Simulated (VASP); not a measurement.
# CoO (Fm-3m) in VASP: notebook

CoO is run at these levels: PBE+U; tasks: single point.

Everything below comes from runs of VASP 6.6.1. Logs are shortened: lines on timing, memory, paths and dates and some standing lists are left out, and cuts for length are marked.

## (1) The cell of the first run

The structure is cubic, space group Fm-3m (No. 225). Conventional cell: a = 4.263 Å, b = 4.263 Å, c = 4.263 Å, α = 90.00°, β = 90.00°, γ = 90.00°. Co (site symmetry m-3m) has 6 O at 2.13 Å within 2.8 Å. O (site symmetry m-3m) has 6 Co at 2.13 Å within 2.8 Å.

## (2) Single point, PBE+U, collinear spin, ferromagnetic start

File INCAR:

```
SYSTEM = CoO
ALGO = Normal
EDIFF = 1E-6
ENCUT = 700
GGA = PE
GGA_COMPAT = .False.
ISIF = 2
ISMEAR = -1
ISPIN = 2
LASPH = .True.
LCHARG = .True.
LDAU = .True.
LDAUJ = 0 0
LDAUL = 2 -1
LDAUPRINT = 1
LDAUTYPE = 2
LDAUU = 4.8 0
LELF = .True.
LMAXMIX = 4
LORBIT = 11
LREAL = .False.
LVHAR = .True.
LWAVE = .False.
MAGMOM = 4.52 0
NBANDS = 22
NELM = 200
NUPDOWN = 4.52
PREC = Accurate
SIGMA = 0.02
```

File KPOINTS:

```
k-points
0
Gamma
  9 9 9
  0 0 0
```

File POSCAR:

```
CoO
1.0
    0.0000000000      2.1315000000      2.1315000000
    2.1315000000      0.0000000000      2.1315000000
    2.1315000000      2.1315000000      0.0000000000
Co O
1 1
Direct
    0.0000000000      0.0000000000      0.0000000000
    0.5000000000      0.5000000000      0.5000000000
```

Potentials or basis: VASP PAW PBE potentials, release 64 (Co_sv, O).

On the command line:

```bash
> cat potpaw_PBE.64/Co_sv/POTCAR potpaw_PBE.64/O/POTCAR > POTCAR
> mpirun -np 1 vasp_std > vasp.out
```

OUTCAR:

```text
SYSTEM = CoO
   EDIFF = 1E-6
   ENCUT = 700
   GGA = PE
   ISIF = 2
   ISMEAR = -1
   ISPIN = 2
   LASPH = .True.
   LORBIT = 11
   LREAL = .False.
   NELM = 200
   NUPDOWN = 4.52
   PREC = Accurate

 ion  position               nearest neighbor table
   1  0.000  0.000  0.000-   2 2.13   2 2.13   2 2.13   2 2.13   2 2.13   2 2.13
   2  0.500  0.500  0.500-   1 2.13   1 2.13   1 2.13   1 2.13   1 2.13   1 2.13

  LATTYP: Found a face centered cubic cell.
 ALAT       =     4.2630000000

  Lattice vectors:

 A1 = (   0.0000000000,   2.1315000000,   2.1315000000)
 A2 = (   2.1315000000,   0.0000000000,   2.1315000000)
 A3 = (   2.1315000000,   2.1315000000,   0.0000000000)

Analysis of symmetry for initial positions (statically):
=====================================================================
 Subroutine PRICEL returns:
 Original cell was already a primitive cell.

 Routine SETGRP: Setting up the symmetry group for a
 face centered cubic supercell.

 Subroutine GETGRP returns: Found 48 space group operations
 (whereof 48 operations were pure point group operations)
 out of a pool of 48 trial point group operations.

The static configuration has the point symmetry O_h .

Analysis of symmetry for dynamics (positions and initial velocities):
=====================================================================
 Subroutine PRICEL returns:
 Original cell was already a primitive cell.

 Routine SETGRP: Setting up the symmetry group for a
 face centered cubic supercell.

 Subroutine GETGRP returns: Found 48 space group operations
 (whereof 48 operations were pure point group operations)
 out of a pool of 48 trial point group operations.

The dynamic configuration has the point symmetry O_h .

Analysis of structural, dynamic, and magnetic symmetry:
=====================================================================
 Subroutine PRICEL returns:
 Original cell was already a primitive cell.

 Routine SETGRP: Setting up the symmetry group for a
 face centered cubic supercell.

 Subroutine GETGRP returns: Found 48 space group operations
 (whereof 48 operations were pure point group operations)
 out of a pool of 48 trial point group operations.

The overall configuration has the point symmetry O_h .

 Subroutine INISYM returns: Found 48 space group operations
 (whereof 48 operations are pure point group operations),
 and found     1 'primitive' translations

----------------------------------------------------------------------------------------

                                     Primitive cell

  volume of cell :      19.3681

  direct lattice vectors                    reciprocal lattice vectors
     0.000000000  2.131500000  2.131500000    -0.234576589  0.234576589  0.234576589
     2.131500000  0.000000000  2.131500000     0.234576589 -0.234576589  0.234576589
     2.131500000  2.131500000  0.000000000     0.234576589  0.234576589 -0.234576589

  length of vectors
     3.014396208  3.014396208  3.014396208     0.406298571  0.406298571  0.406298571

  position of ions in fractional coordinates (direct lattice)
     0.000000000  0.000000000  0.000000000
     0.500000000  0.500000000  0.500000000

  ion indices of the primitive-cell ions
   primitive index   ion index
                 1           1
                 2           2

----------------------------------------------------------------------------------------

 KPOINTS: k-points

Automatic generation of k-mesh.
 Grid dimensions read from file:
 generate k-points for:    9    9    9

 Generating k-lattice:
[... 56 lines left out ...]
   ISPIN  =      2    spin polarized calculation?
   LNONCOLLINEAR =      F non collinear calculations
   LSORBIT =      F    spin-orbit coupling
   LASPH  =      T    aspherical Exc in radial PAW
   ENCUT  =  700.0 eV  51.45 Ry    7.17 a.u.   6.50  6.50  6.50*2*pi/ulx,y,z
   NELM   =    200;   NELMIN=  2; NELMDL= -5     # of ELM steps
   EDIFF  = 0.1E-05   stopping-criterion for ELM
   LREAL  =      F    real-space projection
   EDIFFG = 0.1E-04   stopping-criterion for IOM
   NSW    =      0    number of steps for IOM
   IBRION =     -1    ionic relax: 0-MD 1-quasi-New 2-CG
   NFREE  =      0    steps in history (QN), initial steepest desc. (CG)
   ISIF   =      2    stress and relaxation
   ISYM   =      2    0-nonsym 1-usesym 2-fastsym
   POTIM  = 0.5000    time-step for ionic-motion
   TEBEG  =    0.0;   TEEND  =   0.0 temperature during run
   PSTRESS=    0.0 pullay stress
   NELECT =      23.0000    total number of electrons
   NUPDOWN=       4.5200    fix difference up-down
   EMIN   =  10.00;   EMAX   =-10.00  energy-range for DOS
   EFERMI =   0.00;   METHOD = LEGACY
   ISMEAR =    -1;   SIGMA  =   0.02  broadening in eV -4-tet -1-fermi 0-gaus
   EFERMI_NEDOS =   21; number of points for ismear=-14 and -15
   IALGO  =     38    algorithm
   IMIX   =      4    mixing-type and parameters
     AMIX     =   0.40;   BMIX     =  1.00
     AMIX_MAG =   1.60;   BMIX_MAG =  1.00
  volume/ion in A,a.u.               =       9.68        65.35
  Fermi-wavevector in a.u.,A,eV,Ry     =   1.733626  3.276078 40.891759  3.005460
  Thomas-Fermi vector in A             =   2.807577
   LORBIT       =     11    0 simple, 1 ext, 2 COOP (PROOUT), +10 PAW based schemes
 LDA+U is selected, type is set to LDAUTYPE =  2
   angular momentum for each species LDAUL =     2   -1
   U (eV)           for each species LDAUU =   4.8  0.0
   J (eV)           for each species LDAUJ =   0.0  0.0
   GGA     = PE    functional components
   LHFCALC =     F    Hartree Fock is set to
   AEXX    =    0.0000 exact exchange contribution
   IVDW    =     0    specifies the selected vdW correction
   LEPSILON=     F    determine dielectric tensor
   LRPA    =     F    only Hartree local field effects (RPA)
 spin polarized calculation
  energy-cutoff  :      700.00
  volume of cell :       19.37
 maximum number of plane-waves:       869
 NGX is ok and might be reduce to    28
   NGX = 13   NGY = 13   NGZ = 13

atom =   1  type =  1  l = 2

 onsite density matrix

spin component  1

  0.9384  0.0000  0.0000  0.0000  0.0000
  0.0000  0.9384  0.0000  0.0000  0.0000
  0.0000  0.0000  0.9660  0.0000 -0.0000
  0.0000  0.0000  0.0000  0.9384  0.0000
  0.0000  0.0000 -0.0000  0.0000  0.9660

spin component  2

  0.4229 -0.0000 -0.0000 -0.0000 -0.0000
 -0.0000  0.4229 -0.0000 -0.0000 -0.0000
 -0.0000 -0.0000  0.1476 -0.0000 -0.0000
 -0.0000 -0.0000 -0.0000  0.4229 -0.0000
 -0.0000 -0.0000 -0.0000 -0.0000  0.1476

 occupancies and eigenvectors

  o =  0.1476  v =  0.0000  0.0000  0.0000  0.0000  0.0000  0.0000  0.0000  0.9999 -0.0000  0.0154      0.0000  0.0000  0.0000  0.0000  0.0000  0.0000  0.0000  0.0000  0.0000  0.0000
  o =  0.1476  v =  0.0000  0.0000  0.0000  0.0000  0.0000  0.0000  0.0000 -0.0154  0.0000  0.9999      0.0000  0.0000  0.0000  0.0000  0.0000  0.0000  0.0000  0.0000  0.0000  0.0000
  o =  0.4229  v =  0.0000  0.0000  0.0000  0.0000  0.0000  0.0000 -0.9993  0.0000  0.0374  0.0000      0.0000  0.0000  0.0000  0.0000  0.0000  0.0000  0.0000  0.0000  0.0000  0.0000
  o =  0.4229  v =  0.0000  0.0000  0.0000  0.0000  0.0000  0.0000  0.0374 -0.0000  0.9993  0.0000      0.0000  0.0000  0.0000  0.0000  0.0000  0.0000  0.0000  0.0000  0.0000  0.0000
  o =  0.4229  v =  0.0000  0.0000  0.0000  0.0000  0.0000  1.0000  0.0000  0.0000  0.0000  0.0000      0.0000  0.0000  0.0000  0.0000  0.0000  0.0000  0.0000  0.0000  0.0000  0.0000
  o =  0.9384  v =  0.0000 -0.1603 -0.0000  0.9871  0.0000  0.0000  0.0000  0.0000  0.0000  0.0000      0.0000  0.0000  0.0000  0.0000  0.0000  0.0000  0.0000  0.0000  0.0000  0.0000
  o =  0.9384  v =  0.0000  0.9871  0.0000  0.1603 -0.0000  0.0000  0.0000  0.0000  0.0000  0.0000      0.0000  0.0000  0.0000  0.0000  0.0000  0.0000  0.0000  0.0000  0.0000  0.0000
  o =  0.9384  v =  1.0000  0.0000  0.0000  0.0000  0.0000  0.0000  0.0000  0.0000  0.0000  0.0000      0.0000  0.0000  0.0000  0.0000  0.0000  0.0000  0.0000  0.0000  0.0000  0.0000
  o =  0.9660  v =  0.0000 -0.0000  1.0000 -0.0000  0.0061  0.0000  0.0000  0.0000  0.0000  0.0000      0.0000  0.0000  0.0000  0.0000  0.0000  0.0000  0.0000  0.0000  0.0000  0.0000
  o =  0.9660  v =  0.0000 -0.0000  0.0061  0.0000 -1.0000  0.0000  0.0000  0.0000  0.0000  0.0000      0.0000  0.0000  0.0000  0.0000  0.0000  0.0000  0.0000  0.0000  0.0000  0.0000

 number of electron      23.0000015 magnetization       4.5200004

 Free energy of the ion-electron system (eV)
  ---------------------------------------------------
  ext. energy  EPLUGINS =         0.00000000
  ---------------------------------------------------
  free energy    TOTEN  =        -5.57503909 eV

  energy without entropy =       -5.57015623  energy(sigma->0) =       -5.57259766

 E-fermi :   7.7354     XC(G=0): -12.8514

 val. band max:       15.3032885929   @ k =  -0.4444   0.2222   0.0000
 cond. band min:       7.7355945942   @ k =   0.2222   0.1111   0.0000
 fundamental gap:     -7.5676939987
 Fermi energy:        15.3498302558

 spin component 1

 k-point     1 :       0.0000    0.0000    0.0000
  band No.  band energies     occupation
      1     -90.9062      1.00000
      2     -54.0509      1.00000
      3     -54.0509      1.00000
      4     -54.0509      1.00000
      5     -11.4035      1.00000
      6       1.2618      1.00000
[... 1193 lines left out ...]
     21      40.6643      0.00000
     22      40.6643      0.00000

 [... further k-points ...]
[... 5 lines left out ...]
  --------------------------------------------------------------------------------------
  -------------------------------------------------------------------------------------
  Total        4.1590816      4.1590816      4.1590816      0.0000000      0.0000000      0.0000000
  in kB      344.0503575    344.0503575    344.0503575      0.0000000      0.0000000      0.0000000
  external PRESSURE =     344.0503575 kB  Pullay stress =       0.0000000 kB

 VOLUME and BASIS-vectors are now :
 -----------------------------------------------------------------------------
  energy-cutoff  :      700.00
  volume of cell :       19.37
      direct lattice vectors                 reciprocal lattice vectors
     0.000000000  2.131500000  2.131500000    -0.234576589  0.234576589  0.234576589
     2.131500000  0.000000000  2.131500000     0.234576589 -0.234576589  0.234576589
     2.131500000  2.131500000  0.000000000     0.234576589  0.234576589 -0.234576589

 POSITION                                       TOTAL-FORCE (eV/Angst)
 -----------------------------------------------------------------------------------
      0.00000      0.00000      0.00000         0.000000      0.000000     -0.000000
      2.13150      2.13150      2.13150        -0.000000     -0.000000      0.000000
 -----------------------------------------------------------------------------------
    total drift:                                0.000000      0.000000      0.000000

  FREE ENERGIE OF THE ION-ELECTRON SYSTEM (eV)
  ---------------------------------------------------
  free  energy   TOTEN  =        -5.5750390907 eV

  energy  without entropy=       -5.5701562285  energy(sigma->0) =       -5.57259766

 total charge

# of ion       s       p       d       tot
------------------------------------------
    1        2.260   6.116   6.291  14.667
    2        1.609   3.369   0.000   4.978
--------------------------------------------------
tot          3.869   9.485   6.291  19.645

 magnetization (x)

# of ion       s       p       d       tot
------------------------------------------
    1        0.129   0.061   3.178   3.369
    2        0.099   0.566   0.000   0.665
--------------------------------------------------
tot          0.228   0.627   3.178   4.034
```

Run time: 61 s. Hardware: 1 thread of Intel Xeon Platinum 8259CL at 2.50GHz (Skylake/Cascade Lake), shared host; peak memory 0.19 GiB.

Results:

| Item | Value |
| --- | --- |
| Free energy | -5.5750 eV |
| Pressure | 34.4 GPa |
| Net moment | 4.52 μB per cell |
| Site moments | Co +3.37; O +0.67 μB |
| Valence electrons inside the program's atomic spheres | Co 14.67; O 4.98 |

Eigenvalues of the final occupation matrices:
```csv
site,spin,trace,eigenvalues
site 1 d,1,4.75,0.94 0.94 0.94 0.97 0.97
site 1 d,2,1.56,0.15 0.15 0.42 0.42 0.42
```

Caveat: the cell stands under pressure; the total moment is fixed, so each spin has its own Fermi level and the state may be an excited one; a cell with one magnetic atom can't hold antiferromagnetic order, which such compounds often take.

## (3) Single point, PBE+U, collinear spin, ferromagnetic start

File INCAR:

```
SYSTEM = CoO
  PREC = Accurate
  ENCUT = 700
  EDIFF = 1E-6
  ISMEAR = -1
  SIGMA = 0.02
  LREAL = .False.
  LASPH = .True.
  NELM = 200
  ALGO = Normal
  ISIF = 2
  LWAVE = .False.
  LCHARG = .False.
  ISPIN = 2
  MAGMOM = 3.95 0
  LORBIT = 11
  NUPDOWN = 3.95
  LMAXMIX = 4
  LDAU = .True.
  LDAUTYPE = 2
  LDAUL = 2 -1
  LDAUU = 4.8 0
  LDAUJ = 0 0
  LDAUPRINT = 1
  GGA = PE
  NBANDS = 22
  GGA_COMPAT = .False.
```

File KPOINTS:

```
Automatic mesh
0
Gamma
  9 9 9
  0 0 0
```

POSCAR is that of step 2.

Potentials or basis: VASP PAW PBE potentials, release 64 (Co_sv, O).

On the command line:

```bash
> cat potpaw_PBE.64/Co_sv/POTCAR potpaw_PBE.64/O/POTCAR > POTCAR
> mpirun -np 1 vasp_std > vasp.out
```

OUTCAR:

```text
SYSTEM = CoO
   PREC = Accurate
   ENCUT = 700
   EDIFF = 1E-6
   ISMEAR = -1
   LREAL = .False.
   LASPH = .True.
   NELM = 200
   ISIF = 2
   ISPIN = 2
   LORBIT = 11
   NUPDOWN = 3.95
   GGA = PE

 ion  position               nearest neighbor table
   1  0.000  0.000  0.000-   2 2.13   2 2.13   2 2.13   2 2.13   2 2.13   2 2.13
   2  0.500  0.500  0.500-   1 2.13   1 2.13   1 2.13   1 2.13   1 2.13   1 2.13

  LATTYP: Found a face centered cubic cell.
 ALAT       =     4.2630000000

  Lattice vectors:

 A1 = (   0.0000000000,   2.1315000000,   2.1315000000)
 A2 = (   2.1315000000,   0.0000000000,   2.1315000000)
 A3 = (   2.1315000000,   2.1315000000,   0.0000000000)

Analysis of symmetry for initial positions (statically):
=====================================================================
 Subroutine PRICEL returns:
 Original cell was already a primitive cell.

 Routine SETGRP: Setting up the symmetry group for a
 face centered cubic supercell.

 Subroutine GETGRP returns: Found 48 space group operations
 (whereof 48 operations were pure point group operations)
[... 223 lines left out ...]

 k-point     1 :       0.0000    0.0000    0.0000
  band No.  band energies     occupation
      1     -89.9523      1.00000
      2     -53.1340      1.00000
      3     -53.1340      1.00000
      4     -53.1340      1.00000
      5     -11.2497      1.00000
      6       1.9928      1.00000
[... 1193 lines left out ...]
     21      40.5223      0.00000
     22      40.5223      0.00000

 [... further k-points ...]
[... 5 lines left out ...]
  --------------------------------------------------------------------------------------
  -------------------------------------------------------------------------------------
  Total        2.4839286      2.4839286      2.4839286     -0.0000000      0.0000000      0.0000000
  in kB      205.4772170    205.4772170    205.4772170     -0.0000000      0.0000000      0.0000000
  external PRESSURE =     205.4772170 kB  Pullay stress =       0.0000000 kB

 VOLUME and BASIS-vectors are now :
 -----------------------------------------------------------------------------
  energy-cutoff  :      700.00
  volume of cell :       19.37
      direct lattice vectors                 reciprocal lattice vectors
     0.000000000  2.131500000  2.131500000    -0.234576589  0.234576589  0.234576589
     2.131500000  0.000000000  2.131500000     0.234576589 -0.234576589  0.234576589
     2.131500000  2.131500000  0.000000000     0.234576589  0.234576589 -0.234576589

 POSITION                                       TOTAL-FORCE (eV/Angst)
 -----------------------------------------------------------------------------------
      0.00000      0.00000      0.00000        -0.000000     -0.000000     -0.000000
      2.13150      2.13150      2.13150         0.000000      0.000000      0.000000
 -----------------------------------------------------------------------------------
    total drift:                                0.000000      0.000000      0.000000

  FREE ENERGIE OF THE ION-ELECTRON SYSTEM (eV)
  ---------------------------------------------------
  free  energy   TOTEN  =        -7.6108150801 eV

  energy  without entropy=       -7.6040531043  energy(sigma->0) =       -7.60743409

 total charge

# of ion       s       p       d       tot
------------------------------------------
    1        2.211   6.095   6.434  14.739
    2        1.594   3.404   0.000   4.998
--------------------------------------------------
tot          3.805   9.499   6.434  19.737

 magnetization (x)

# of ion       s       p       d       tot
------------------------------------------
    1        0.079   0.039   3.009   3.128
    2        0.080   0.433   0.000   0.513
--------------------------------------------------
tot          0.159   0.473   3.009   3.641
```

stdout:

```text
POSCAR found type information on POSCAR CoO
 POSCAR found :  2 types and       2 ions
 scaLAPACK will be used
 LDA part: xc-table for (Slater+PW92), standard interpolation
 POSCAR, INCAR and KPOINTS ok, starting setup
 FFT: planning ... GRIDC
 FFT: planning ... GRID_SOFT
 FFT: planning ... GRID
 WAVECAR not read
 entering main loop
```

Wall time 38 s (1 thread of Intel Xeon Platinum 8488C (Sapphire Rapids), shared host); peak memory 0.18 GiB.

What came out:

| Property | Result |
| --- | --- |
| Free energy | -7.6108 eV |
| Pressure | 20.5 GPa |
| Net moment | 3.95 μB per cell |
| Site moments | Co +3.13; O +0.51 μB |
| Valence electrons inside the program's atomic spheres | Co 14.74; O 5.00 |

Eigenvalues of the final occupation matrices:
```tsv
site	spin	trace	eigenvalues
site 1 d	1	4.73	0.94 0.94 0.94 0.96 0.96
site 1 d	2	1.72	0.12 0.12 0.49 0.49 0.49
```

Caveat: the cell stands under pressure; the total moment is fixed, so each spin has its own Fermi level and the state may be an excited one; a cell with one magnetic atom can't hold antiferromagnetic order, which such compounds often take. The state reached can hang on the start; a lower one may exist.
